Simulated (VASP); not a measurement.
# Zn2SnGeP4 (P1) in VASP: single point with PBEsol

Aim: the single point of Zn2SnGeP4 with PBEsol.

All numbers are computed with VASP 6.6.1; they aren't measurements. Logs are shortened: lines on timing, memory, paths and dates and some standing lists are left out, and cuts for length are marked.

## Step 1: The cell of the first run

The typed cell holds 16 atoms: a = 5.523 Å, b = 5.523 Å, c = 10.995 Å, α = 90.00°, β = 90.00°, γ = 90.00°.

## Step 2: Single point, PBEsol, collinear spin

File INCAR:

```
SYSTEM = Zn2SnGeP4
PREC = Accurate ; ENCUT = 500
EDIFF = 1E-6 ; ISMEAR = -1
SIGMA = 0.05 ; LREAL = .FALSE.
LASPH = .TRUE. ; NELM = 200
ALGO = Normal ; ISIF = 2
LWAVE = .FALSE. ; LCHARG = .FALSE.
ISPIN = 2 ; MAGMOM = 0.25 0.25 0.25 0.25 0.25 0.25 0.25 0.25 0.25 0.25 0.25 0.25 0.25 0.25 0.25 0.25
LORBIT = 11 ; GGA = PS
NBANDS = 90 ; GGA_COMPAT = .FALSE.
```

File KPOINTS:

```
Automatic mesh
0
Gamma
  2 2 2
  0.5 0.5 0.5
```

File POSCAR:

```
Zn2SnGeP4
1.0
    5.5230230000     -0.0000820000     -0.0000200000
   -0.0000820000      5.5230230000     -0.0000200000
   -0.0000400000     -0.0000400000     10.9947440000
Zn Ge Sn P
4 2 2 8
Direct
    0.0145950000      0.9839020000      0.9826790000
    0.9917550000      0.5056440000      0.2513190000
    0.5177530000      0.9937690000      0.7420940000
    0.4892700000      0.4878550000      0.5051100000
    0.0071650000      0.9890220000      0.4990350000
    0.5105040000      0.4787670000      0.0037690000
    0.5137270000      0.0029350000      0.2486570000
    0.0194430000      0.4972290000      0.7541870000
    0.2431960000      0.2448180000      0.1297680000
    0.2606430000      0.2420510000      0.6245790000
    0.7591980000      0.7330800000      0.1268250000
    0.7508070000      0.2524500000      0.3807960000
    0.2754390000      0.7363280000      0.3787890000
    0.2656610000      0.7680960000      0.8719720000
    0.7515420000      0.7201720000      0.6286600000
    0.7524760000      0.2338570000      0.8812450000
```

Potentials or basis: VASP PAW PBE potentials, release 64 (Zn, Ge_d, Sn_d, P).

Command:

```bash
cat potpaw_PBE.64/Zn/POTCAR potpaw_PBE.64/Ge_d/POTCAR potpaw_PBE.64/Sn_d/POTCAR potpaw_PBE.64/P/POTCAR > POTCAR
mpirun -np 1 vasp_std > vasp.out
```

OUTCAR:

```text
SYSTEM = Zn2SnGeP4
   PREC = Accurate
   ENCUT = 500
   EDIFF = 1E-6
   ISMEAR = -1
   LREAL = .FALSE.
   LASPH = .TRUE.
   NELM = 200
   ISIF = 2
   ISPIN = 2
   LORBIT = 11
   GGA = PS

 ion  position               nearest neighbor table
   1  0.015  0.984  0.983-  14 2.20  16 2.29   9 2.51  11 2.53
   2  0.992  0.506  0.251-  11 2.26  12 2.40   9 2.41  13 2.46
   3  0.518  0.994  0.742-  15 2.35  14 2.35  10 2.36  16 2.40
   4  0.489  0.488  0.505-  10 2.27  13 2.28  15 2.36  12 2.38
   5  0.007  0.989  0.499-  12 2.41  10 2.41  13 2.43  15 2.50
   6  0.511  0.479  0.004-  16 2.33  11 2.39   9 2.40  14 2.55
[... 8 lines left out ...]
  15  0.752  0.720  0.629-   3 2.35   4 2.36   8 2.37   5 2.50
  16  0.752  0.234  0.881-   1 2.29   6 2.33   3 2.40   8 2.50

  LATTYP: Found a base centered orthorhombic cell.
 ALAT       =     7.8106180665
 B/A-ratio  =     1.0000296943
 C/A-ratio  =     1.4076663212

  Lattice vectors:

 A1 = (   5.5230230000,  -0.0000820000,  -0.0000200000)
 A2 = (  -0.0000820000,   5.5230230000,  -0.0000200000)
 A3 = (  -0.0000400000,  -0.0000400000,  10.9947440000)

Analysis of symmetry for initial positions (statically):
=====================================================================
 Subroutine PRICEL returns:
 Original cell was already a primitive cell.

 Routine SETGRP: Setting up the symmetry group for a
 base centered orthorhombic supercell.

 Subroutine GETGRP returns: Found  1 space group operations
 (whereof  1 operations were pure point group operations)
 out of a pool of  8 trial point group operations.

The static configuration has the point symmetry C_1 .

Analysis of symmetry for dynamics (positions and initial velocities):
=====================================================================
 Subroutine PRICEL returns:
 Original cell was already a primitive cell.

 Routine SETGRP: Setting up the symmetry group for a
 base centered orthorhombic supercell.

 Subroutine GETGRP returns: Found  1 space group operations
 (whereof  1 operations were pure point group operations)
 out of a pool of  8 trial point group operations.

The dynamic configuration has the point symmetry C_1 .

Analysis of structural, dynamic, and magnetic symmetry:
=====================================================================
 Subroutine PRICEL returns:
 Original cell was already a primitive cell.

 Routine SETGRP: Setting up the symmetry group for a
 base centered orthorhombic supercell.
[... 154 lines left out ...]
  ---------------------------------------------------
  ext. energy  EPLUGINS =         0.00000000
  ---------------------------------------------------
  free energy    TOTEN  =       -72.34826258 eV

  energy without entropy =      -72.34826200  energy(sigma->0) =      -72.34826229

 E-fermi :   5.0863     XC(G=0):  -9.9404

 val. band max:        4.3450565932   @ k =  -0.2500   0.2500   0.2500
 cond. band min:       5.8481752658   @ k =   0.2500   0.2500   0.2500
 fundamental gap:      1.5031186726
 Fermi energy:         5.0863442395

 spin component 1

 k-point     1 :       0.2500    0.2500    0.2500
  band No.  band energies     occupation
      1     -20.2620      1.00000
      2     -20.2591      1.00000
      3     -20.2515      1.00000
      4     -20.2332      1.00000
      5     -20.2291      1.00000
      6     -20.2266      1.00000
[... 337 lines left out ...]
     83       8.4122      0.00000
     84       8.6039      0.00000
 Fermi energy:         5.0863442395

 spin component 2

 k-point     1 :       0.2500    0.2500    0.2500
  band No.  band energies     occupation
      1     -20.2620      1.00000
      2     -20.2591      1.00000
      3     -20.2515      1.00000
      4     -20.2332      1.00000
      5     -20.2291      1.00000
      6     -20.2266      1.00000
[... 337 lines left out ...]
     83       8.4122      0.00000
     84       8.6039      0.00000
 [bands above 84 left out]

------------------------ aborting loop because EDIFF is reached ----------------------------------------

  FORCE on cell =-STRESS in cart. coord.  units (eV):
  Direction    XX          YY          ZZ          XY          YZ          ZX
  --------------------------------------------------------------------------------------
  -------------------------------------------------------------------------------------
  Total        4.4719861      3.6404293      1.3893011     -2.7201426      0.4875472      1.0711493
  in kB       21.3634899     17.3909923      6.6369437    -12.9946152      2.3291014      5.1170750
  external PRESSURE =      15.1304753 kB  Pullay stress =       0.0000000 kB

 VOLUME and BASIS-vectors are now :
 -----------------------------------------------------------------------------
  energy-cutoff  :      500.00
  volume of cell :      335.38
      direct lattice vectors                 reciprocal lattice vectors
     5.523023000 -0.000082000 -0.000020000     0.181060264  0.000002688  0.000000659
    -0.000082000  5.523023000 -0.000020000     0.000002688  0.181060264  0.000000659
    -0.000040000 -0.000040000 10.994744000     0.000000329  0.000000329  0.090952550

 POSITION                                       TOTAL-FORCE (eV/Angst)
 -----------------------------------------------------------------------------------
      0.08049      5.43407     10.80428        -0.565692      0.369569      1.656357
      5.47743      2.79259      2.76316         0.689496     -0.365831      0.602587
      2.85945      5.48854      8.15910         0.088639      0.084354      0.126518
      2.70219      2.69437      5.55354         0.608338      0.007648     -0.091393
      0.03947      5.46237      5.48674        -0.101224     -0.296406      0.172595
      2.81949      2.64420      0.04142        -0.622511      0.767889      0.192056
[... 8 lines left out ...]
      4.15070      3.97744      6.91193        -0.440917      1.739867     -1.396060
      4.15589      1.29150      9.68904        -0.424407     -0.019308     -0.246896
 -----------------------------------------------------------------------------------
    total drift:                                0.006103     -0.003601     -0.000083

  FREE ENERGIE OF THE ION-ELECTRON SYSTEM (eV)
  ---------------------------------------------------
  free  energy   TOTEN  =       -72.3482625796 eV

  energy  without entropy=      -72.3482620037  energy(sigma->0) =      -72.34826229

 total charge

# of ion       s       p       d       tot
------------------------------------------
    1        0.595   0.562   9.749  10.906
    2        0.581   0.547   9.748  10.876
    3        0.582   0.559   9.748  10.888
    4        0.598   0.603   9.752  10.952
    5        1.111   1.108  10.054  12.273
    6        1.107   1.138  10.063  12.308
[... 8 lines left out ...]
   15        1.030   1.484   0.000   2.514
   16        1.028   1.487   0.000   2.514
--------------------------------------------------
tot         15.029  19.119  79.301 113.448

 magnetization (x)

# of ion       s       p       d       tot
------------------------------------------
    1        0.000   0.000   0.000   0.000
    2        0.000   0.000   0.000   0.000
    3        0.000   0.000  -0.000   0.000
    4        0.000   0.000   0.000   0.000
    5        0.000  -0.000   0.000  -0.000
    6        0.000  -0.000   0.000   0.000
[... 8 lines left out ...]
   15        0.000  -0.000   0.000  -0.000
   16       -0.000  -0.000   0.000  -0.000
--------------------------------------------------
tot         -0.000  -0.000   0.000  -0.000
```

stdout:

```text
POSCAR found type information on POSCAR ZnGeSnP
 POSCAR found :  4 types and      16 ions
 scaLAPACK will be used
 -----------------------------------------------------------------------------
|                                                                             |
|                                                                             |
|     You enforced a specific xc type in the INCAR file but a different       |
[... 26 lines left out ...]
 -----------------------------------------------------------------------------

 LDA part: xc-table for (Slater+PW92), standard interpolation
 POSCAR, INCAR and KPOINTS ok, starting setup
 FFT: planning ... GRIDC
 FFT: planning ... GRID_SOFT
 FFT: planning ... GRID
 WAVECAR not read
 entering main loop
```

Wall time 2.9 min (1 thread of Intel Xeon 6975P-C (Granite Rapids), shared host); peak memory 0.54 GiB.

Results:

```yaml
Free_energy: -72.3483 eV
Pressure: 1.5 GPa
Largest_force: 2.274 eV/Å
Band_gap_on_the_k_mesh: 1.50 eV (least direct gap 1.58 eV)
Net_moment: 0.00 μB per cell
Valence_electrons_inside_the_program's_atomic_spheres: Zn 10.91, 10.88, 10.89, 10.95; Ge 12.27, 12.31; Sn 12.57, 12.56; P 2.50, 2.53, 2.52, 2.51 (each value once)
```

Forces in eV/Å, atoms in the order of the input:
```
Zn  -0.566  0.370  1.656
Zn   0.689 -0.366  0.603
Zn   0.089  0.084  0.127
Zn   0.608  0.008 -0.091
Ge  -0.101 -0.296  0.173
Ge  -0.623  0.768  0.192
Sn  -0.122 -0.451  0.060
Sn  -0.293 -0.594  0.642
P   -0.717  0.725 -1.351
P    0.116 -1.376 -0.537
P    0.468 -0.143 -1.525
P    1.306  0.442  0.792
P   -1.755  0.022  0.260
P    1.765 -0.913  0.643
P   -0.441  1.740 -1.396
P   -0.424 -0.019 -0.247
```

Caveat: the k points lie up to 0.57 Å⁻¹ apart; the PAW data sets were made with another functional, which shifts forces and pressure a little; spin-orbit coupling is left out, which moves the levels of the heavy elements; a shifted mesh leaves out Γ, where band edges can lie.
